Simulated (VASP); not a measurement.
# In15P16 (a cell with a defect) in VASP: further runs

The runs below take In15P16 (a cell with a defect) through single point, with PBE.

All numbers are computed with VASP 6.6.1; they aren't measurements. Logs are shortened: lines on timing, memory, paths and dates and some standing lists are left out, and cuts for length are marked.

## Step 1: The cell of the first run

The cell holds a defect, 31 atoms: a = 10.323 Å, b = 10.323 Å, c = 10.323 Å, α = 109.47°, β = 109.47°, γ = 109.47°.

## Step 2: Single point, PBE, collinear spin (atoms taken out, then relaxed in part)

INCAR

```
  PREC = Accurate
  ENCUT = 400
  EDIFF = 1E-6
  ISMEAR = 0
  SIGMA = 0.02
  LREAL = Auto
  LASPH = True
  NELM = 200
  ALGO = Normal
  ISIF = 2
  LWAVE = False
  LCHARG = True
  ISPIN = 2
  MAGMOM = 0 0 0 0 0 0 0 0 0 0 0 0 0 0 0 0.5 0 0 0.5 0 0.5 0 0 0 0 0 0 0.5 0 0 0
  LORBIT = 11
  GGA = PE
  LVHAR = True
  NBANDS = 162
  NELECT = 278.0
  GGA_COMPAT = False
  KPAR = 2
  NCORE = 2
```

KPOINTS

```
Automatic mesh
0
Gamma
  2 2 2
  0.5 0.5 0.5
```

POSCAR

```
In15P16
1.0
   -5.9597880289      5.9597880289      5.9597880289
    5.9597880289     -5.9597880289      5.9597880289
    5.9597880289      5.9597880289     -5.9597880289
In P
15 16
Direct
    0.5000000000      0.7370904222      0.7474097458
    0.5000000000      0.0000000000      0.5000000000
    0.7370904222      0.2474097458      0.0000000000
    0.5000000000      0.2474097458      0.2370904222
    0.7370904222      0.5000000000      0.7474097458
    0.7525902542      0.7525902542      0.4896806764
    0.0000000000      0.0000000000      0.0000000000
    0.7525902542     -0.0103193236      0.2525902542
    0.0103193236      0.2629095778      0.7629095778
    0.0000000000      0.5000000000      0.5000000000
    0.2474097458      0.7370904222      0.0000000000
   -0.0103193236      0.7525902542      0.2525902542
    0.2629095778      0.0103193236      0.7629095778
    0.2629095778      0.2629095778      0.5103193236
    0.2474097458      0.5000000000      0.2370904222
    0.2742628047      0.5000000000      0.0000000000
    0.2516461070      0.7500362006      0.7516461070
    0.2499637994      0.0016099065      0.5016099065
    0.5000000000      0.2742628047      0.0000000000
    0.2516461070      0.2516461070      0.2500362006
    0.5000000000      0.5000000000      0.7742628047
    0.5000000000      0.7483538930      0.4983900935
    0.7483538930     -0.0016099065      0.0000000000
    0.5000000000     -0.0016099065      0.2483538930
    0.7500362006      0.2516461070      0.7516461070
    0.7483538930      0.5000000000      0.4983900935
   -0.0016099065      0.7483538930      0.0000000000
    0.7257371953      0.7257371953      0.2257371953
    0.0016099065      0.0016099065      0.7499637994
    0.0016099065      0.2499637994      0.5016099065
   -0.0016099065      0.5000000000      0.2483538930
```

Potentials or basis: VASP PAW PBE potentials, release 64 (In_d, P).

The run is started by

```bash
cat potpaw_PBE.64/In_d/POTCAR potpaw_PBE.64/P/POTCAR > POTCAR
mpirun -np 4 vasp_std > vasp.out
```

OUTCAR:

```text
PREC = Accurate
   ENCUT = 400
   EDIFF = 1E-6
   ISMEAR = 0
   LREAL = Auto
   LASPH = True
   NELM = 200
   ISIF = 2
   ISPIN = 2
   LORBIT = 11
   GGA = PE
   NELECT = 278.0

 ion  position               nearest neighbor table
   1  0.500  0.737  0.747-  21 2.55  22 2.61  23 2.63  17 2.63  14 4.00   5 4.00
   2  0.500  0.000  0.500-  22 2.59  24 2.59  25 2.59  18 2.59
   3  0.737  0.247  0.000-  19 2.55  23 2.61  31 2.63  25 2.63  13 4.00   4 4.00
   4  0.500  0.247  0.237-  19 2.55  24 2.61  26 2.63  20 2.63   3 4.00  13 4.00
   5  0.737  0.500  0.747-  21 2.55  26 2.61  27 2.63  25 2.63  14 4.00   1 4.00
   6  0.753  0.753  0.490-  28 2.55  29 2.61  22 2.63  26 2.63   8 4.00  12 4.00
   7  0.000  0.000  0.000-  23 2.59  27 2.59  20 2.59  29 2.59
   8  0.753  0.990  0.253-  28 2.55  30 2.61  23 2.63  24 2.63   6 4.00  12 4.00
   9  0.010  0.263  0.763-  16 2.55  25 2.61  29 2.63  30 2.63  11 4.00  15 4.00
  10  0.000  0.500  0.500-  26 2.59  31 2.59  17 2.59  30 2.59
  11  0.247  0.737  0.000-  16 2.55  27 2.61  24 2.63  17 2.63   9 4.00  15 4.00
  12  0.990  0.753  0.253-  28 2.55  18 2.61  27 2.63  31 2.63   6 4.00   8 4.00
  13  0.263  0.010  0.763-  19 2.55  17 2.61  18 2.63  29 2.63   3 4.00   4 4.00
  14  0.263  0.263  0.510-  21 2.55  20 2.61  18 2.63  30 2.63   1 4.00   5 4.00
  15  0.247  0.500  0.237-  16 2.55  31 2.61  22 2.63  20 2.63   9 4.00  11 4.00
  16  0.274  0.500  0.000-   9 2.55  15 2.55  11 2.55
  17  0.252  0.750  0.752-  10 2.59  13 2.61  11 2.63   1 2.63
  18  0.250  0.002  0.502-   2 2.59  12 2.61  13 2.63  14 2.63
  19  0.500  0.274  0.000-   4 2.55  13 2.55   3 2.55
  20  0.252  0.252  0.250-   7 2.59  14 2.61   4 2.63  15 2.63
  21  0.500  0.500  0.774-   1 2.55   5 2.55  14 2.55
  22  0.500  0.748  0.498-   2 2.59   1 2.61   6 2.63  15 2.63
  23  0.748  0.998  0.000-   7 2.59   3 2.61   8 2.63   1 2.63
  24  0.500  0.998  0.248-   2 2.59   4 2.61   8 2.63  11 2.63
  25  0.750  0.252  0.752-   2 2.59   9 2.61   5 2.63   3 2.63
  26  0.748  0.500  0.498-  10 2.59   5 2.61   6 2.63   4 2.63
  27  0.998  0.748  0.000-   7 2.59  11 2.61  12 2.63   5 2.63
  28  0.726  0.726  0.226-   6 2.55   8 2.55  12 2.55
  29  0.002  0.002  0.750-   7 2.59   6 2.61   9 2.63  13 2.63
  30  0.002  0.250  0.502-  10 2.59   8 2.61   9 2.63  14 2.63
  31  0.998  0.500  0.248-  10 2.59  15 2.61  12 2.63   3 2.63

  LATTYP: Found a body centered cubic cell.
 ALAT       =    11.9195760578

  Lattice vectors:

 A1 = (  -5.9597880289,   5.9597880289,   5.9597880289)
 A2 = (   5.9597880289,  -5.9597880289,   5.9597880289)
 A3 = (   5.9597880289,   5.9597880289,  -5.9597880289)

Analysis of symmetry for initial positions (statically):
[... 222 lines left out ...]
  ext. energy  EPLUGINS =         0.00000000
  ---------------------------------------------------
  free energy    TOTEN  =      -114.90626175 eV

  energy without entropy =     -114.90626175  energy(sigma->0) =     -114.90626175

 E-fermi :   4.4146     XC(G=0):  -9.0081

 val. band max:        4.2852581708   @ k =   0.2500   0.2500   0.2500
 cond. band min:       5.9642287794   @ k =   0.2500   0.2500   0.2500
 fundamental gap:      1.6789706086
 Fermi energy:         4.4145629441

 spin component 1

 k-point     1 :       0.2500    0.2500    0.2500
  band No.  band energies     occupation
      1      -9.9878      1.00000
      2      -9.9878      1.00000
      3      -9.9878      1.00000
      4      -9.9852      1.00000
      5      -9.9852      1.00000
      6      -9.9834      1.00000
[... 297 lines left out ...]
    150       7.2424      0.00000
    151       7.2620      0.00000
 Fermi energy:         4.4145629441

 spin component 2

 k-point     1 :       0.2500    0.2500    0.2500
  band No.  band energies     occupation
      1      -9.9878      1.00000
      2      -9.9878      1.00000
      3      -9.9878      1.00000
      4      -9.9852      1.00000
      5      -9.9852      1.00000
      6      -9.9834      1.00000
[... 297 lines left out ...]
    150       7.2424      0.00000
    151       7.2620      0.00000
 [bands above 151 left out]

------------------------ aborting loop because EDIFF is reached ----------------------------------------

  FORCE on cell =-STRESS in cart. coord.  units (eV):
  Direction    XX          YY          ZZ          XY          YZ          ZX
  --------------------------------------------------------------------------------------
  -------------------------------------------------------------------------------------
  Total       21.3895058     21.3895058     21.3895058      0.0000000     -0.0000000     -0.0000000
  in kB       40.4723946     40.4723946     40.4723946      0.0000000     -0.0000000     -0.0000000
  external PRESSURE =      40.4723946 kB  Pullay stress =       0.0000000 kB

 VOLUME and BASIS-vectors are now :
 -----------------------------------------------------------------------------
  energy-cutoff  :      400.00
  volume of cell :      846.74
      direct lattice vectors                 reciprocal lattice vectors
    -5.959788029  5.959788029  5.959788029     0.000000000  0.083895601  0.083895601
     5.959788029 -5.959788029  5.959788029     0.083895601  0.000000000  0.083895601
     5.959788029  5.959788029 -5.959788029     0.083895601  0.083895601  0.000000000

 POSITION                                       TOTAL-FORCE (eV/Angst)
 -----------------------------------------------------------------------------------
      5.86741      3.04139      2.91839        -0.011620     -0.000968      0.000968
      0.00000      5.95979      0.00000        -0.000000      0.000000      0.000000
     -2.91839      2.91839      5.86741        -0.000968      0.000968     -0.011620
     -0.09238      2.91839      3.04139        -0.011620      0.000968     -0.000968
      3.04139      5.86741      2.91839        -0.000968     -0.011620      0.000968
      2.91839      2.91839      6.05216         0.000968      0.000968      0.011620
[... 23 lines left out ...]
      4.46963      1.50935     -1.49016        -0.003745     -0.007931     -0.003745
     -1.49016      4.45044      7.44995        -0.003745      0.007931      0.003745
 -----------------------------------------------------------------------------------
    total drift:                               -0.000049     -0.000049     -0.000063

  FREE ENERGIE OF THE ION-ELECTRON SYSTEM (eV)
  ---------------------------------------------------
  free  energy   TOTEN  =      -114.9062617450 eV

  energy  without entropy=     -114.9062617450  energy(sigma->0) =     -114.90626175

 total charge

# of ion       s       p       d       tot
------------------------------------------
    1        0.842   0.715   9.893  11.450
    2        0.838   0.729   9.894  11.462
    3        0.842   0.715   9.893  11.450
    4        0.842   0.715   9.893  11.450
    5        0.842   0.715   9.893  11.450
    6        0.842   0.715   9.893  11.450
[... 23 lines left out ...]
   30        1.041   1.472   0.000   2.512
   31        1.041   1.472   0.000   2.512
--------------------------------------------------
tot         29.432  34.058 148.394 211.884

 magnetization (x)

# of ion       s       p       d       tot
------------------------------------------
    1       -0.000  -0.000   0.000  -0.000
    2       -0.000  -0.000   0.000  -0.000
    3       -0.000  -0.000   0.000  -0.000
    4       -0.000  -0.000   0.000  -0.000
    5       -0.000  -0.000   0.000  -0.000
    6       -0.000  -0.000   0.000  -0.000
[... 23 lines left out ...]
   30        0.000   0.000   0.000   0.000
   31        0.000   0.000   0.000   0.000
--------------------------------------------------
tot         -0.000   0.000   0.000   0.000
```

Run time: 4.4 min. Hardware: 4 MPI ranks of Intel Xeon Platinum 8375C at 2.90GHz (Ice Lake), shared host; peak memory 0.63 GiB.

Results:

| Property | Result |
| --- | --- |
| Free energy | -114.9063 eV |
| Largest force | 0.012 eV/Å |
| Net moment | 0.00 μB per cell |
| Valence electrons inside the program's atomic spheres | In 11.45, 11.46 (each value once); P 2.49, 2.51 (each value once) |

Forces in eV/Å, atoms in the order of the input:
```
In  -0.012 -0.001  0.001
In   0.000  0.000  0.000
In  -0.001  0.001 -0.012
In  -0.012  0.001 -0.001
In  -0.001 -0.012  0.001
In   0.001  0.001  0.012
In   0.000  0.000  0.000
In   0.001  0.012  0.001
In   0.012 -0.001 -0.001
In   0.000  0.000  0.000
In   0.001 -0.001 -0.012
In   0.012  0.001  0.001
In  -0.001  0.012 -0.001
In  -0.001 -0.001  0.012
In   0.001 -0.012 -0.001
P    0.001 -0.001 -0.001
P    0.004 -0.008  0.004
P   -0.008 -0.004 -0.004
P   -0.001  0.001 -0.001
P    0.004  0.004 -0.008
P   -0.001 -0.001  0.001
P    0.008  0.004 -0.004
P    0.004 -0.004  0.008
P    0.008 -0.004  0.004
P   -0.008  0.004  0.004
P    0.004  0.008 -0.004
P   -0.004  0.004  0.008
P    0.001  0.001  0.001
P   -0.004 -0.004 -0.008
P   -0.004 -0.008 -0.004
P   -0.004  0.008  0.004
```

Levels at points of the mesh, in eV from the Fermi level:
Spin up:
| k point | band 135 | band 136 | band 137 | band 138 | band 139 | band 140 | band 141 | band 142 | band 143 | band 144 |
| --- | --- | --- | --- | --- | --- | --- | --- | --- | --- | --- |
| (0.25, 0.25, 0.25) | -0.57 | -0.57 | -0.13 | -0.13 | -0.13 | 1.55 | 1.55 | 1.55 | 1.84 | 2.21 |
Spin down:
```csv
k point,band 137,band 138,band 139,band 140,band 141,band 142
"(0.25, 0.25, 0.25)",-0.13,-0.13,-0.13,1.55,1.55,1.55
```

Caveat: the cell carries a net charge on a neutralising background, which shifts energy and pressure; the cell differs from its parent crystal (atoms taken out, then relaxed in part); the cell is charged against a uniform background, so pressure and absolute levels hang on convention; spin-orbit coupling is left out, which moves the levels of the heavy elements.

## Step 3: Single point, PBE (atoms taken out, then relaxed in part)

INCAR

```
SYSTEM = In15P16
  PREC = Accurate
  ENCUT = 520
  EDIFF = 1E-6
  ISMEAR = 0
  SIGMA = 0.02
  LREAL = Auto
  LASPH = .True.
  NELM = 60
  ALGO = Normal
  ISIF = 2
  LWAVE = .False.
  LCHARG = .True.
  GGA = PE
  LELF = .True.
  LVHAR = .True.
  NELECT = 276.0
  NBANDS = 158
```

KPOINTS is that of step 2.

POSCAR

```
In15P16
1.0
   -5.9597880289      5.9597880289      5.9597880289
    5.9597880289     -5.9597880289      5.9597880289
    5.9597880289      5.9597880289     -5.9597880289
In P
15 16
Direct
    0.5000000000      0.7423676210      0.7500044346
    0.5000000000      0.0000000000      0.5000000000
    0.7423676210      0.2500044346      0.0000000000
    0.5000000000      0.2500044346      0.2423676210
    0.7423676210      0.5000000000      0.7500044346
    0.7499955654      0.7499955654      0.4923631864
    0.0000000000      0.0000000000      0.0000000000
    0.7499955654     -0.0076368136      0.2499955654
    0.0076368136      0.2576323790      0.7576323790
    0.0000000000      0.5000000000      0.5000000000
    0.2500044346      0.7423676210      0.0000000000
   -0.0076368136      0.7499955654      0.2499955654
    0.2576323790      0.0076368136      0.7576323790
    0.2576323790      0.2576323790      0.5076368136
    0.2500044346      0.5000000000      0.2423676210
    0.2671341561      0.5000000000      0.0000000000
    0.2512839485      0.7504642301      0.7512839485
    0.2495357699      0.0008197185      0.5008197185
    0.5000000000      0.2671341561      0.0000000000
    0.2512839485      0.2512839485      0.2504642301
    0.5000000000      0.5000000000      0.7671341561
    0.5000000000      0.7487160515      0.4991802815
    0.7487160515     -0.0008197185      0.0000000000
    0.5000000000     -0.0008197185      0.2487160515
    0.7504642301      0.2512839485      0.7512839485
    0.7487160515      0.5000000000      0.4991802815
   -0.0008197185      0.7487160515      0.0000000000
    0.7328658439      0.7328658439      0.2328658439
    0.0008197185      0.0008197185      0.7495357699
    0.0008197185      0.2495357699      0.5008197185
   -0.0008197185      0.5000000000      0.2487160515
```

Potentials or basis: VASP PAW PBE potentials, release 64 (In_d, P).

The run is started by

```bash
cat potpaw_PBE.64/In_d/POTCAR potpaw_PBE.64/P/POTCAR > POTCAR
mpirun -np 1 vasp_std > vasp.out
```

Run time: 20 min. Hardware: 1 thread of Intel Xeon 8259CL, shared host; peak memory 1 GiB.

Results (log left out):

| Item | Value |
| --- | --- |
| Free energy | -123.3779 eV |
| Largest force | 0.022 eV/Å |

Forces on the atoms (eV/Å):
```
In   0.000 -0.009  0.009
In   0.000  0.000  0.000
In  -0.009  0.009  0.000
In   0.000  0.009 -0.009
In  -0.009  0.000  0.009
In   0.009  0.009  0.000
In   0.000  0.000  0.000
In   0.009  0.000  0.009
In   0.000 -0.009 -0.009
In   0.000  0.000  0.000
In   0.009 -0.009  0.000
In   0.000  0.009  0.009
In  -0.009  0.000 -0.009
In  -0.009 -0.009  0.000
In   0.009  0.000 -0.009
P    0.001 -0.001 -0.001
P    0.014 -0.007  0.014
P   -0.007 -0.014 -0.014
P   -0.001  0.001 -0.001
P    0.014  0.014 -0.007
P   -0.001 -0.001  0.001
P    0.007  0.014 -0.014
P    0.014 -0.014  0.007
P    0.007 -0.014  0.014
P   -0.007  0.014  0.014
P    0.014  0.007 -0.014
P   -0.014  0.014  0.007
P    0.001  0.001  0.001
P   -0.014 -0.014 -0.007
P   -0.014 -0.007 -0.014
P   -0.014  0.007  0.014
```

Levels at points of the mesh, in eV from the Fermi level:
| k point | band 133 | band 134 | band 135 | band 136 | band 137 | band 138 | band 139 | band 140 | band 141 | band 142 |
| --- | --- | --- | --- | --- | --- | --- | --- | --- | --- | --- |
| (0.25, 0.25, 0.25) | -0.35 | -0.35 | -0.34 | -0.34 | 0.05 | 0.05 | 0.05 | 1.84 | 1.84 | 1.84 |

Caveat: the k points lie up to 0.37 Å⁻¹ apart; the cell carries a net charge on a neutralising background, which shifts energy and pressure; the cell differs from its parent crystal (atoms taken out, then relaxed in part); the cell is charged against a uniform background, so pressure and absolute levels hang on convention; spin-orbit coupling is left out, which moves the levels of the heavy elements.
